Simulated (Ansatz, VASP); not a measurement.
# Si4Ge: VASP beside Ansatz

```
CELL_PARAMETERS angstrom
-4.36388 4.36388 2.76011
4.36388 -4.36388 2.76011
4.36388 4.36388 -2.76011
ATOMIC_POSITIONS crystal
Si 0.39310 0.19657 0.60027
Si 0.54283 0.64310 0.69653
Si 0.35690 0.05343 0.89973
Si 0.94657 0.84630 0.30347
Si 0.20717 0.60690 0.80347
Si 0.15370 0.45717 0.10027
Si 0.80343 0.40370 0.19653
Si 0.59630 0.79283 0.39973
Ge 0.00000 0.00000 0.00000
Ge 0.75000 0.25000 0.50000
```

Alike in both runs: functional PBE; k mesh 6 × 6 × 6; occupations gaussian, width 0.02 eV; no spin polarisation.

Ansatz relaxed the structure, and its values are those at the end. VASP's run is a single point on that final structure, the one shown.

|  | VASP | Ansatz |
| --- | --- | --- |
| version | VASP 6.6.1 | Ansatz 0.2.0 |
| potentials or method | VASP PAW PBE potentials, release 64 (Si, Ge_d), cutoff 520 eV | scalar-relativistic, plane waves, PAW |
| valence electrons in the cell | 60 | 60 |

|  | VASP | Ansatz | Ansatz less VASP |
| --- | --- | --- | --- |
| gap on the k mesh at the Fermi level (eV) | 0.72 | 0.72 | -0.003 |
| least direct gap on the mesh (eV) | 1.30 | 1.30 | -0.002 |
| pressure (GPa) | -0.1 | 0.0 | +0.08 |

The functional is the same, so the differences come from potentials, cutoffs and numerics.
